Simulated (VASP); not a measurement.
# IrO2 (P4_2/mnm) in VASP: relaxation of cell and atoms with r2SCAN

Aim: the relaxation of cell and atoms of IrO2 with r2SCAN.

All numbers are computed with VASP 6.6.1; they aren't measurements. Logs are shortened: lines on timing, memory, paths and dates and some standing lists are left out, and cuts for length are marked.

### Step 1. The cell of the first run

The structure is tetragonal, space group P4_2/mnm (No. 136). The conventional cell has a = 4.529 Å, b = 4.529 Å, c = 3.180 Å, α = 90.00°, β = 90.00°, γ = 90.00°. Within 2.6 Å of Ir (site symmetry mmm) lie 6 O at 1.98 to 2.01 Å. O (site symmetry m2m) has 3 Ir at 1.98 to 2.01 Å and 1 O at 2.45 Å within 2.6 Å.

### Step 2. Relaxation of cell and atoms, r2SCAN

POSCAR reads:

```
IrO2
1.0
    4.5288101545      0.0000000000      0.0000000000
    0.0000000000      4.5288101545      0.0000000000
    0.0000000000      0.0000000000      3.1798006209
Ir O
2 4
Direct
    0.0000000000      0.0000000000      0.0000000000
    0.5000000000      0.5000000000      0.5000000000
    0.3084399646      0.3084399646      0.0000000000
    0.1915600354      0.8084399646      0.5000000000
    0.6915600354      0.6915600354      0.0000000000
    0.8084399646      0.1915600354      0.5000000000
```

INCAR.step1 reads:

```
SYSTEM = IrO2
ALGO = Normal
EDIFF = 1E-5
EDIFFG = -0.005
ENCUT = 660
GGA = PE
GGA_COMPAT = .False.
IBRION = 2
ISIF = 3
ISMEAR = -1
LASPH = .True.
LCHARG = .False.
LREAL = .False.
LWAVE = .True.
NELM = 120
NELMIN = 4
NSW = 100
PREC = Accurate
SIGMA = 0.02
```

INCAR.step2 reads:

```
SYSTEM = IrO2
ALGO = Normal
EDIFF = 1E-7
EDIFFG = -0.005
ENCUT = 660
GGA_COMPAT = .False.
IBRION = 2
ISIF = 3
ISMEAR = -1
ISTART = 1
LASPH = .True.
LCHARG = .False.
LMIXTAU = .True.
LREAL = .False.
LWAVE = .False.
METAGGA = R2SCAN
NELM = 120
NELMIN = 4
NSW = 80
PREC = Accurate
SIGMA = 0.02
```

KPOINTS reads:

```
k-points
0
Gamma
  6 6 8
  0 0 0
```

Potentials or basis: VASP PAW PBE potentials, release 64 (Ir, O).

Started as:

```
$ cat potpaw_PBE.64/Ir/POTCAR potpaw_PBE.64/O/POTCAR > POTCAR
$ cp INCAR.step1 INCAR
$ mpirun -np 1 vasp_std > vasp.out
$ cp INCAR.step2 INCAR
$ mpirun -np 1 vasp_std > vasp.out
```

OUTCAR:

```text
SYSTEM = IrO2
   EDIFF = 1E-7
   EDIFFG = -0.005
   ENCUT = 660
   IBRION = 2
   ISIF = 3
   ISMEAR = -1
   ISTART = 1
   LASPH = .True.
   LREAL = .False.
   METAGGA = R2SCAN
   NELM = 120
   NELMIN = 4
   NSW = 80
   PREC = Accurate

 ion  position               nearest neighbor table
   1  0.000  0.000  0.000-   3 1.98   5 1.98   4 2.01   6 2.01   4 2.01   6 2.01
   2  0.500  0.500  0.500-   4 1.98   6 1.98   5 2.01   3 2.01   3 2.01   5 2.01
   3  0.308  0.308  0.000-   1 1.98   2 2.01   2 2.01
   4  0.192  0.808  0.500-   2 1.98   1 2.01   1 2.01
   5  0.692  0.692  0.000-   1 1.98   2 2.01   2 2.01
   6  0.808  0.192  0.500-   2 1.98   1 2.01   1 2.01

  LATTYP: Found a simple tetragonal cell.
 ALAT       =     4.5288101545
 C/A-ratio  =     0.7021271620

  Lattice vectors:

 A1 = (   4.5288101545,   0.0000000000,   0.0000000000)
 A2 = (   0.0000000000,   4.5288101545,   0.0000000000)
 A3 = (   0.0000000000,   0.0000000000,   3.1798006209)

Analysis of symmetry for initial positions (statically):
=====================================================================
 Subroutine PRICEL returns:
 Original cell was already a primitive cell.

 Routine SETGRP: Setting up the symmetry group for a
 simple tetragonal supercell.

 Subroutine GETGRP returns: Found 16 space group operations
 (whereof  8 operations were pure point group operations)
 out of a pool of 16 trial point group operations.

The static configuration has the point symmetry D_2h.
 The point group associated with its full space group is D_4h.

Analysis of symmetry for dynamics (positions and initial velocities):
=====================================================================
 Subroutine PRICEL returns:
 Original cell was already a primitive cell.

 Routine SETGRP: Setting up the symmetry group for a
 simple tetragonal supercell.

 Subroutine GETGRP returns: Found 16 space group operations
 (whereof  8 operations were pure point group operations)
 out of a pool of 16 trial point group operations.

The dynamic configuration has the point symmetry D_2h.
 The point group associated with its full space group is D_4h.

 Subroutine INISYM returns: Found 16 space group operations
 (whereof  8 operations are pure point group operations),
 and found     1 'primitive' translations

----------------------------------------------------------------------------------------

                                     Primitive cell

  volume of cell :      65.2181

  direct lattice vectors                    reciprocal lattice vectors
     4.528810155  0.000000000  0.000000000     0.220808549  0.000000000  0.000000000
     0.000000000  4.528810155  0.000000000     0.000000000  0.220808549  0.000000000
     0.000000000  0.000000000  3.179800621     0.000000000  0.000000000  0.314485126

  length of vectors
     4.528810155  4.528810155  3.179800621     0.220808549  0.220808549  0.314485126

  position of ions in fractional coordinates (direct lattice)
     0.000000000  0.000000000  0.000000000
     0.500000000  0.500000000  0.500000000
     0.308439965  0.308439965  0.000000000
     0.191560035  0.808439965  0.500000000
     0.691560035  0.691560035  0.000000000
     0.808439965  0.191560035  0.500000000

  ion indices of the primitive-cell ions
   primitive index   ion index
                 1           1
                 2           2
                 3           3
                 4           4
                 5           5
                 6           6

----------------------------------------------------------------------------------------

 KPOINTS: k-points

Automatic generation of k-mesh.
 Grid dimensions read from file:
 generate k-points for:    6    6    8

 Generating k-lattice:

  Cartesian coordinates                     Fractional coordinates (reciprocal lattice)
     0.036801425  0.000000000  0.000000000     0.166666667  0.000000000  0.000000000
     0.000000000  0.036801425  0.000000000     0.000000000  0.166666667  0.000000000
     0.000000000  0.000000000  0.039310641     0.000000000  0.000000000  0.125000000

  Length of vectors
     0.036801425  0.036801425  0.039310641

  Shift w.r.t. Gamma in fractional coordinates (k-lattice)
     0.000000000  0.000000000  0.000000000

 Subroutine IBZKPT returns following result:
 ===========================================

 Found     50 irreducible k-points:

 Following reciprocal coordinates:
            Coordinates               Weight
  0.000000  0.000000  0.000000      1.000000
  0.166667  0.000000  0.000000      4.000000
  0.333333  0.000000  0.000000      4.000000
  0.500000  0.000000  0.000000      2.000000
  0.166667  0.166667  0.000000      4.000000
  0.333333  0.166667  0.000000      8.000000
[... 16 lines left out ...]
  0.333333  0.000000  0.250000      8.000000
  0.500000  0.000000  0.250000      4.000000
 [... further k-points ...]
   k-points           NKPTS =     50   k-points in BZ     NKDIM =     50   number of bands    NBANDS=     25
   number of dos      NEDOS =    301   number of ions     NIONS =      6
   total plane-waves  NPLWV =  44800
   dimension x,y,z NGX =    40 NGY =   40 NGZ =   28
   dimension x,y,z NGXF=    80 NGYF=   80 NGZF=   56
   ions per type =               2   4
   NGX,Y,Z   is equivalent  to a cutoff of  14.68, 14.68, 14.64 a.u.
   NGXF,Y,Z  is equivalent  to a cutoff of  29.37, 29.37, 29.28 a.u.
 SYSTEM =  IrO2
   PREC   = accura    normal or accurate (medium, high low for compatibility)
   ISTART =      1    job   : 0-new  1-cont  2-samecut
   ICHARG =      0    charge: 1-file 2-atom 10-const
   ISPIN  =      1    spin polarized calculation?
   LNONCOLLINEAR =      F non collinear calculations
   LSORBIT =      F    spin-orbit coupling
   LASPH  =      T    aspherical Exc in radial PAW
   ENCUT  =  660.0 eV  48.51 Ry    6.96 a.u.   9.49  9.49  6.66*2*pi/ulx,y,z
   NELM   =    120;   NELMIN=  4; NELMDL=  0     # of ELM steps
   EDIFF  = 0.1E-06   stopping-criterion for ELM
   LREAL  =      F    real-space projection
   EDIFFG = -.5E-02   stopping-criterion for IOM
   NSW    =     80    number of steps for IOM
   IBRION =      2    ionic relax: 0-MD 1-quasi-New 2-CG
   NFREE  =      1    steps in history (QN), initial steepest desc. (CG)
   ISIF   =      3    stress and relaxation
   ISYM   =      2    0-nonsym 1-usesym 2-fastsym
   POTIM  = 0.5000    time-step for ionic-motion
   TEBEG  =    0.0;   TEEND  =   0.0 temperature during run
   PSTRESS=    0.0 pullay stress
   NELECT =      42.0000    total number of electrons
   NUPDOWN=      -1.0000    fix difference up-down
   EMIN   =  10.00;   EMAX   =-10.00  energy-range for DOS
   EFERMI =   0.00;   METHOD = LEGACY
   ISMEAR =    -1;   SIGMA  =   0.02  broadening in eV -4-tet -1-fermi 0-gaus
   EFERMI_NEDOS =   21; number of points for ismear=-14 and -15
   IALGO  =     38    algorithm
   IMIX   =      4    mixing-type and parameters
     AMIX     =   0.40;   BMIX     =  1.00
     AMIX_MAG =   1.60;   BMIX_MAG =  1.00
  volume/ion in A,a.u.               =      10.87        73.35
  Fermi-wavevector in a.u.,A,eV,Ry     =   1.413737  2.671575 27.193307  1.998652
  Thomas-Fermi vector in A             =   2.535351
   LORBIT       =      0    0 simple, 1 ext, 2 COOP (PROOUT), +10 PAW based schemes
   METAGGA = R2SCAN    functional components
   LHFCALC =     F    Hartree Fock is set to
   AEXX    =    0.0000 exact exchange contribution
   IVDW    =     0    specifies the selected vdW correction
   LEPSILON=     F    determine dielectric tensor
   LRPA    =     F    only Hartree local field effects (RPA)
 conjugate gradient relaxation of ions
 non-spin polarized calculation
  energy-cutoff  :      660.00
  volume of cell :       65.22
 maximum number of plane-waves:      2534
 NGX is ok and might be reduce to    40
   NGX = 19   NGY = 19   NGZ = 13

--------------------------------------- Ionic step        1  -------------------------------------------

 number of electron      42.0000000 magnetization

 Free energy of the ion-electron system (eV)
  ---------------------------------------------------
  ext. energy  EPLUGINS =         0.00000000
  ---------------------------------------------------
  free energy    TOTEN  =      -134.13426539 eV

  energy without entropy =     -134.13018681  energy(sigma->0) =     -134.13222610

------------------------ aborting loop because EDIFF is reached ----------------------------------------

  FORCE on cell =-STRESS in cart. coord.  units (eV):
  Direction    XX          YY          ZZ          XY          YZ          ZX
  --------------------------------------------------------------------------------------
  -------------------------------------------------------------------------------------
  Total       -1.3578024     -1.3578024     -1.1412297     -0.0000000      0.0000000      0.0000000
  in kB      -33.3563882    -33.3563882    -28.0359650     -0.0000000      0.0000000      0.0000000
  external PRESSURE =     -31.5829138 kB  Pullay stress =       0.0000000 kB
[... 185 lines left out ...]
  energy  without entropy=     -134.1377910723  energy(sigma->0) =     -134.13983060

--------------------------------------- Ionic step        6  -------------------------------------------

 number of electron      41.9999998 magnetization

 Free energy of the ion-electron system (eV)
  ---------------------------------------------------
  ext. energy  EPLUGINS =         0.00000000
  ---------------------------------------------------
  free energy    TOTEN  =      -134.14202459 eV

  energy without entropy =     -134.13797319  energy(sigma->0) =     -134.13999889

 E-fermi :   5.6891     XC(G=0): -12.8378

 val. band max:        5.6797836784   @ k =   0.5000   0.3333   0.1250
 cond. band min:       5.7162016240   @ k =   0.0000   0.0000   0.3750
 fundamental gap:      0.0364179456
 Fermi energy:         5.6891120820

 k-point     1 :       0.0000    0.0000    0.0000
  band No.  band energies     occupation
      1     -16.4652      2.00000
      2     -15.3075      2.00000
      3     -14.2501      2.00000
      4     -14.2501      2.00000
      5      -4.2008      2.00000
      6      -3.9790      2.00000
[... 661 lines left out ...]
     24       8.0077      0.00000
     25      10.1175      0.00000

 [... further k-points ...]

------------------------ aborting loop because EDIFF is reached ----------------------------------------

  FORCE on cell =-STRESS in cart. coord.  units (eV):
  Direction    XX          YY          ZZ          XY          YZ          ZX
  --------------------------------------------------------------------------------------
  -------------------------------------------------------------------------------------
  Total       -0.0016878     -0.0016878      0.0007772     -0.0000000      0.0000000      0.0000000
  in kB       -0.0419403     -0.0419403      0.0193135     -0.0000000      0.0000000      0.0000000
  external PRESSURE =      -0.0215224 kB  Pullay stress =       0.0000000 kB
[... 21 lines left out ...]
  FREE ENERGIE OF THE ION-ELECTRON SYSTEM (eV)
  ---------------------------------------------------
  free  energy   TOTEN  =      -134.1420245904 eV

  energy  without entropy=     -134.1379731876  energy(sigma->0) =     -134.13999889

 reached required accuracy - stopping structural energy minimisation
```

Run time: 44 min. Hardware: 1 thread of Intel Xeon 8259CL, shared host; peak memory 0.29 GiB.

What came out:

```yaml
Free_energy: -134.1420 eV
Relaxed_volume: 10.75 Å³/atom
Relaxed_cell: a = 4.505 Å, b = 4.505 Å, c = 3.177 Å, α = 90.00°, β = 90.00°, γ = 90.00°
Space_group_after_relaxing_to_0.1_Å: P4_2/mnm (No. 136)
Energy_gained_by_relaxing: 1.3 meV/atom
Ionic_steps: 6
Pressure_after_relaxing: 0.0 GPa
Largest_force_after_relaxing: 0.004 eV/Å
Band_gap_on_the_k_mesh: zero (bands 21 and 22 overlap by 1.24 eV)
```

Forces on the atoms (eV/Å):
```
Ir   0.000  0.000  0.000
Ir   0.000  0.000  0.000
O    0.003  0.003  0.000
O   -0.003  0.003  0.000
O   -0.003 -0.003  0.000
O    0.003 -0.003  0.000
```

The path:
```csv
step,energy change (eV),largest force (eV/Å),pressure (GPa),volume (Å³)
1,0.0000,0.0029,-3.16,65.22
2,0.0181,0.0290,6.49,63.22
3,-0.0071,0.0087,0.05,64.51
4,-0.0075,0.0639,-0.01,64.47
5,-0.0076,0.0420,0.00,64.48
6,-0.0078,0.0039,0.00,64.48
```

Final structure:
```xyz
6
Lattice="4.5052 0.0000 0.0000 0.0000 4.5052 0.0000 0.0000 0.0000 3.1767" Properties=species:S:1:pos:R:3 pbc="T T T"
Ir    4.5052    0.0000    0.0000
Ir    2.2526    2.2526    1.5883
O     1.3906    1.3906    3.1767
O     0.8620    3.6432    1.5883
O     3.1147    3.1147    0.0000
O     3.6432    0.8620    1.5883
```

Levels at points of the mesh, in eV from the Fermi level:
```tsv
k point	band 19	band 20	band 21	band 22	band 23	band 24
(0.00, 0.00, 0.00)	-2.34	-2.34	-2.17	1.03	1.29	4.55
(0.50, 0.00, 0.00)	-1.28	-1.28	-0.26	-0.26	3.96	3.96
(0.50, 0.50, 0.00)	-2.38	-2.38	0.24	0.24	2.83	2.83
(0.00, 0.00, 0.50)	-0.66	-0.66	0.30	0.30	2.61	2.61
(0.50, 0.00, 0.50)	-1.90	-1.90	0.58	0.58	1.43	1.43
(0.50, 0.50, 0.50)	-1.18	-1.18	-0.46	-0.46	2.56	2.56
```

Caveat: the PAW data sets were made with another functional, which shifts forces and pressure a little; spin-orbit coupling is left out, which moves the levels of the heavy elements.

The gap in the log of VASP goes by the Fermi energy; the results here count the filled bands.